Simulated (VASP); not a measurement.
# Li2O (lda) (Fm-3m) in VASP: further runs

Runs on Li2O (lda). Level: LDA. Tasks: single point.

Program: VASP 6.6.1. These are calculated values, not measurements. Logs are shortened: lines on timing, memory, paths and dates and some standing lists are left out, and cuts for length are marked.

## 1. The cell of the first run

It takes space group Fm-3m (No. 225, cubic). Conventional cell: a = 4.492 Å, b = 4.492 Å, c = 4.492 Å, α = 90.00°, β = 90.00°, γ = 90.00°. Within 2.6 Å of Li (site symmetry -43m) lie 4 O at 1.95 Å and 6 Li at 2.25 Å. Within 2.6 Å of O (site symmetry m-3m) lie 8 Li at 1.95 Å.

## 2. Single point, LDA

Input file INCAR:

```
SYSTEM = Li2O
ALGO = Normal
EDIFF = 1E-6
ENCUT = 750
GGA_COMPAT = .False.
ISIF = 2
ISMEAR = 0
LASPH = .True.
LCHARG = .False.
LREAL = .False.
LWAVE = .False.
NBANDS = 13
NELM = 120
PREC = Accurate
SIGMA = 0.02
```

Input file KPOINTS:

```
k-points
0
Gamma
  8 8 8
  0 0 0
```

Input file POSCAR:

```
Li2O
1.0
    0.0000000000      2.2459295822      2.2459295822
    2.2459295822      0.0000000000      2.2459295822
    2.2459295822      2.2459295822      0.0000000000
Li O
2 1
Direct
    0.2500000000      0.2500000000      0.2500000000
    0.7500000000      0.7500000000      0.7500000000
    0.0000000000      0.0000000000      0.0000000000
```

Potentials or basis: VASP PAW LDA potentials, release 64 (Li_sv, O).

Started as:

```bash
$ cat potpaw_LDA.64/Li_sv/POTCAR potpaw_LDA.64/O/POTCAR > POTCAR
$ mpirun -np 1 vasp_std > vasp.out
```

OUTCAR:

```text
SYSTEM = Li2O
   EDIFF = 1E-6
   ENCUT = 750
   ISIF = 2
   ISMEAR = 0
   LASPH = .True.
   LREAL = .False.
   NELM = 120
   PREC = Accurate

 ion  position               nearest neighbor table
   1  0.250  0.250  0.250-   3 1.95   3 1.95   3 1.95   3 1.95   2 2.25   2 2.25   2 2.25   2 2.25
                             2 2.25   2 2.25
   2  0.750  0.750  0.750-   3 1.95   3 1.95   3 1.95   3 1.95   1 2.25   1 2.25   1 2.25   1 2.25
                             1 2.25   1 2.25
   3  0.000  0.000  0.000-   2 1.95   2 1.95   2 1.95   1 1.95   1 1.95   1 1.95   2 1.95   1 1.95

  LATTYP: Found a face centered cubic cell.
 ALAT       =     4.4918591644

  Lattice vectors:

 A1 = (   0.0000000000,   2.2459295822,   2.2459295822)
 A2 = (   2.2459295822,   0.0000000000,   2.2459295822)
 A3 = (   2.2459295822,   2.2459295822,   0.0000000000)

Analysis of symmetry for initial positions (statically):
=====================================================================
 Subroutine PRICEL returns:
 Original cell was already a primitive cell.

 Routine SETGRP: Setting up the symmetry group for a
 face centered cubic supercell.

 Subroutine GETGRP returns: Found 48 space group operations
 (whereof 48 operations were pure point group operations)
 out of a pool of 48 trial point group operations.

The static configuration has the point symmetry O_h .

Analysis of symmetry for dynamics (positions and initial velocities):
=====================================================================
 Subroutine PRICEL returns:
 Original cell was already a primitive cell.

 Routine SETGRP: Setting up the symmetry group for a
 face centered cubic supercell.

 Subroutine GETGRP returns: Found 48 space group operations
 (whereof 48 operations were pure point group operations)
 out of a pool of 48 trial point group operations.

The dynamic configuration has the point symmetry O_h .

 Subroutine INISYM returns: Found 48 space group operations
 (whereof 48 operations are pure point group operations),
 and found     1 'primitive' translations

----------------------------------------------------------------------------------------

                                     Primitive cell

  volume of cell :      22.6578

  direct lattice vectors                    reciprocal lattice vectors
     0.000000000  2.245929582  2.245929582    -0.222624967  0.222624967  0.222624967
     2.245929582  0.000000000  2.245929582     0.222624967 -0.222624967  0.222624967
     2.245929582  2.245929582  0.000000000     0.222624967  0.222624967 -0.222624967

  length of vectors
     3.176224075  3.176224075  3.176224075     0.385597755  0.385597755  0.385597755

  position of ions in fractional coordinates (direct lattice)
     0.250000000  0.250000000  0.250000000
     0.750000000  0.750000000  0.750000000
     0.000000000  0.000000000  0.000000000

  ion indices of the primitive-cell ions
   primitive index   ion index
                 1           1
                 2           2
                 3           3

----------------------------------------------------------------------------------------

 KPOINTS: k-points

Automatic generation of k-mesh.
 Grid dimensions read from file:
 generate k-points for:    8    8    8

 Generating k-lattice:

  Cartesian coordinates                     Fractional coordinates (reciprocal lattice)
    -0.027828121  0.027828121  0.027828121     0.125000000  0.000000000  0.000000000
     0.027828121 -0.027828121  0.027828121     0.000000000  0.125000000  0.000000000
     0.027828121  0.027828121 -0.027828121     0.000000000  0.000000000  0.125000000

  Length of vectors
     0.048199719  0.048199719  0.048199719

  Shift w.r.t. Gamma in fractional coordinates (k-lattice)
     0.000000000  0.000000000  0.000000000

 Subroutine IBZKPT returns following result:
 ===========================================

 Found     29 irreducible k-points:

 Following reciprocal coordinates:
            Coordinates               Weight
  0.000000  0.000000  0.000000      1.000000
  0.125000  0.000000  0.000000      8.000000
  0.250000  0.000000  0.000000      8.000000
  0.375000  0.000000  0.000000      8.000000
  0.500000  0.000000  0.000000      4.000000
  0.125000  0.125000  0.000000      6.000000
[... 16 lines left out ...]
  0.500000  0.250000  0.125000     48.000000
 -0.375000  0.250000  0.125000     24.000000
 [... further k-points ...]
   k-points           NKPTS =     29   k-points in BZ     NKDIM =     29   number of bands    NBANDS=     13
   number of dos      NEDOS =    301   number of ions     NIONS =      3
   total plane-waves  NPLWV =  21952
   dimension x,y,z NGX =    28 NGY =   28 NGZ =   28
   dimension x,y,z NGXF=    56 NGYF=   56 NGZF=   56
   ions per type =               2   1
   NGX,Y,Z   is equivalent  to a cutoff of  14.66, 14.66, 14.66 a.u.
   NGXF,Y,Z  is equivalent  to a cutoff of  29.31, 29.31, 29.31 a.u.
 SYSTEM =  Li2O
   PREC   = accura    normal or accurate (medium, high low for compatibility)
   ISTART =      0    job   : 0-new  1-cont  2-samecut
   ICHARG =      2    charge: 1-file 2-atom 10-const
   ISPIN  =      1    spin polarized calculation?
   LNONCOLLINEAR =      F non collinear calculations
   LSORBIT =      F    spin-orbit coupling
   LASPH  =      T    aspherical Exc in radial PAW
   ENCUT  =  750.0 eV  55.12 Ry    7.42 a.u.   7.09  7.09  7.09*2*pi/ulx,y,z
   NELM   =    120;   NELMIN=  2; NELMDL= -5     # of ELM steps
   EDIFF  = 0.1E-05   stopping-criterion for ELM
   LREAL  =      F    real-space projection
   EDIFFG = 0.1E-04   stopping-criterion for IOM
   NSW    =      0    number of steps for IOM
   IBRION =     -1    ionic relax: 0-MD 1-quasi-New 2-CG
   NFREE  =      0    steps in history (QN), initial steepest desc. (CG)
   ISIF   =      2    stress and relaxation
   ISYM   =      2    0-nonsym 1-usesym 2-fastsym
   POTIM  = 0.5000    time-step for ionic-motion
   TEBEG  =    0.0;   TEEND  =   0.0 temperature during run
   PSTRESS=    0.0 pullay stress
   NELECT =      12.0000    total number of electrons
   NUPDOWN=      -1.0000    fix difference up-down
   EMIN   =  10.00;   EMAX   =-10.00  energy-range for DOS
   EFERMI =   0.00;   METHOD = LEGACY
   ISMEAR =     0;   SIGMA  =   0.02  broadening in eV -4-tet -1-fermi 0-gaus
   EFERMI_NEDOS =   21; number of points for ismear=-14 and -15
   IALGO  =     38    algorithm
   IMIX   =      4    mixing-type and parameters
     AMIX     =   0.40;   BMIX     =  1.00
     AMIX_MAG =   1.60;   BMIX_MAG =  1.00
  volume/ion in A,a.u.               =       7.55        50.97
  Fermi-wavevector in a.u.,A,eV,Ry     =   1.324532  2.503002 23.869856  1.754385
  Thomas-Fermi vector in A             =   2.454060
   LORBIT       =      0    0 simple, 1 ext, 2 COOP (PROOUT), +10 PAW based schemes
   GGA     = CA    functional components
   LHFCALC =     F    Hartree Fock is set to
   AEXX    =    0.0000 exact exchange contribution
   IVDW    =     0    specifies the selected vdW correction
   LEPSILON=     F    determine dielectric tensor
   LRPA    =     F    only Hartree local field effects (RPA)
 non-spin polarized calculation
 Gauss-broadening in eV      SIGMA  =   0.02
  energy-cutoff  :      750.00
  volume of cell :       22.66
 maximum number of plane-waves:      1067
   NGX = 15   NGY = 15   NGZ = 15

 number of electron      12.0000004 magnetization

 Free energy of the ion-electron system (eV)
  ---------------------------------------------------
  ext. energy  EPLUGINS =         0.00000000
  ---------------------------------------------------
  free energy    TOTEN  =       -15.76007562 eV

  energy without entropy =      -15.76007562  energy(sigma->0) =      -15.76007562

 E-fermi :   1.8327     XC(G=0): -10.6096

 val. band max:        1.6156352795   @ k =   0.0000   0.0000   0.0000
 cond. band min:       6.5667425136   @ k =   0.5000   0.5000   0.0000
 fundamental gap:      4.9511072341
 Fermi energy:         1.8326931674

 k-point     1 :       0.0000    0.0000    0.0000
  band No.  band energies     occupation
      1     -40.1362      2.00000
      2     -39.6566      2.00000
      3     -13.6201      2.00000
      4       1.6156      2.00000
      5       1.6156      2.00000
      6       1.6156      2.00000
      7       7.5105      0.00000
      8      13.6729      0.00000
      9      13.6729      0.00000
     10      13.6729      0.00000
     11      21.2282      0.00000
     12      21.2282      0.00000
     13      21.2282      0.00000

 k-point     2 :       0.1250    0.0000    0.0000
  band No.  band energies     occupation
      1     -40.1146      2.00000
      2     -39.6718      2.00000
      3     -13.5907      2.00000
      4       1.0676      2.00000
      5       1.5324      2.00000
      6       1.5324      2.00000
      7       7.9007      0.00000
      8      13.7754      0.00000
      9      13.9136      0.00000
     10      13.9136      0.00000
     11      19.7809      0.00000
     12      19.7809      0.00000
     13      21.8544      0.00000

 k-point     3 :       0.2500    0.0000    0.0000
  band No.  band energies     occupation
      1     -40.0547      2.00000
      2     -39.7164      2.00000
      3     -13.5154      2.00000
      4      -0.0651      2.00000
      5       1.3441      2.00000
      6       1.3441      2.00000
      7       8.8598      0.00000
      8      13.7400      0.00000
      9      14.2087      0.00000
     10      14.2087      0.00000
     11      18.8867      0.00000
     12      18.8867      0.00000
     13      23.3710      0.00000
[... 305 lines left out ...]
 k-point    23 :       0.5000    0.2500    0.1250
  band No.  band energies     occupation
      1     -39.9464      2.00000
      2     -39.7999      2.00000
      3     -13.3983      2.00000
      4      -0.8089      2.00000
      5       0.4702      2.00000
      6       0.8923      2.00000
      7       9.3749      0.00000
      8      12.8275      0.00000
      9      15.1623      0.00000
     10      15.6610      0.00000
     11      17.8589      0.00000
     12      21.6590      0.00000
     13      25.1369      0.00000

 k-point    24 :      -0.3750    0.2500    0.1250
  band No.  band energies     occupation
      1     -39.8710      2.00000
      2     -39.8700      2.00000
      3     -13.3693      2.00000
      4      -1.0851      2.00000
      5       0.5143      2.00000
      6       0.6957      2.00000
      7       9.7928      0.00000
      8      12.4349      0.00000
      9      15.1015      0.00000
     10      15.6052      0.00000
     11      19.8173      0.00000
     12      20.0972      0.00000
     13      25.6780      0.00000

 [... further k-points ...]
[... 5 lines left out ...]
  --------------------------------------------------------------------------------------
  -------------------------------------------------------------------------------------
  Total       -0.0215876     -0.0215876     -0.0215876      0.0000000      0.0000000     -0.0000000
  in kB       -1.5265009     -1.5265009     -1.5265009      0.0000000      0.0000000     -0.0000000
  external PRESSURE =      -1.5265009 kB  Pullay stress =       0.0000000 kB

 VOLUME and BASIS-vectors are now :
 -----------------------------------------------------------------------------
  energy-cutoff  :      750.00
  volume of cell :       22.66
      direct lattice vectors                 reciprocal lattice vectors
     0.000000000  2.245929582  2.245929582    -0.222624967  0.222624967  0.222624967
     2.245929582  0.000000000  2.245929582     0.222624967 -0.222624967  0.222624967
     2.245929582  2.245929582  0.000000000     0.222624967  0.222624967 -0.222624967

 POSITION                                       TOTAL-FORCE (eV/Angst)
 -----------------------------------------------------------------------------------
      1.12296      1.12296      1.12296        -0.000000     -0.000000     -0.000000
      3.36889      3.36889      3.36889         0.000000      0.000000      0.000000
      0.00000      0.00000      0.00000         0.000000      0.000000     -0.000000
 -----------------------------------------------------------------------------------
    total drift:                                0.000000      0.000000      0.000000

  FREE ENERGIE OF THE ION-ELECTRON SYSTEM (eV)
  ---------------------------------------------------
  free  energy   TOTEN  =       -15.7600756175 eV

  energy  without entropy=      -15.7600756175  energy(sigma->0) =      -15.76007562
```

Run time: 13 s. Hardware: 1 thread of Intel Xeon 6975P-C, shared host; peak memory 0.14 GiB.

Results:

```
Free energy            : -15.7601 eV
Pressure               : -0.2 GPa
Band gap on the k mesh : 4.95 eV, indirect (least direct gap 5.89 eV)
```

Levels at points of the mesh, in eV from the valence-band top:
```csv
k point,band 2,band 3,band 4,band 5,band 6,band 7,band 8,band 9,band 10,band 11
"(0.00, 0.00, 0.00)",-41.27,-15.24,0.00,0.00,0.00,5.89,12.06,12.06,12.06,19.61
"(0.50, 0.00, 0.00)",-41.49,-15.01,-3.02,-0.51,-0.51,9.64,10.54,12.23,12.23,18.47
"(0.50, 0.50, 0.00)",-41.40,-14.98,-1.66,-1.58,-1.58,4.95,14.05,14.05,15.67,16.55
```

A k mesh can miss the band edges. Expect the measured gap to be larger: semilocal functionals such as LDA lack the derivative discontinuity.

## 3. Single point, LDA

Input file INCAR:

```
SYSTEM = Li2O
ALGO     = Normal         ! electronic algorithm
EDIFF    = 1E-6           ! SCF threshold, eV
ENCUT    = 750            ! plane-wave cutoff, eV
GGA_COMPAT= .False.      
ISIF     = 2              ! what is computed and relaxed
ISMEAR   = 0              ! smearing method
LASPH    = .True.         ! aspherical terms in the spheres
LCHARG   = .True.         ! write CHGCAR
LELF     = .True.         ! ELF
LREAL    = .False.        ! projectors in reciprocal space
LVHAR    = .True.       
LWAVE    = .False.        ! write WAVECAR
NBANDS   = 13             ! bands
NELM     = 120            ! most SCF steps
PREC     = Accurate       ! precision mode
SIGMA    = 0.02           ! smearing width, eV
```

Input file KPOINTS:

```
k-points
0
Gamma
  10 10 10
  0 0 0
```

POSCAR is that of step 2.

Potentials or basis: VASP PAW LDA potentials, release 64 (Li_sv, O).

Started as:

```bash
$ cat potpaw_LDA.64/Li_sv/POTCAR potpaw_LDA.64/O/POTCAR > POTCAR
$ mpirun -np 1 vasp_std > vasp.out
```

Wall time 18 s (1 thread of Intel Xeon 6975P-C, shared host); peak memory 0.14 GiB.

It converged, with:

* Free energy: -15.7601 eV
* Pressure: -0.2 GPa
* Band gap on the k mesh: 4.95 eV, indirect (least direct gap 5.89 eV)

Levels at points of the mesh, in eV from the valence-band top:
| k point | band 4 | band 5 | band 6 | band 7 | band 8 | band 9 |
| --- | --- | --- | --- | --- | --- | --- |
| (0.00, 0.00, 0.00) | 0.00 | 0.00 | 0.00 | 5.89 | 12.06 | 12.06 |
| (0.50, 0.00, 0.00) | -3.02 | -0.51 | -0.51 | 9.64 | 10.54 | 12.23 |
| (0.50, 0.50, 0.00) | -1.66 | -1.58 | -1.58 | 4.95 | 14.05 | 14.05 |
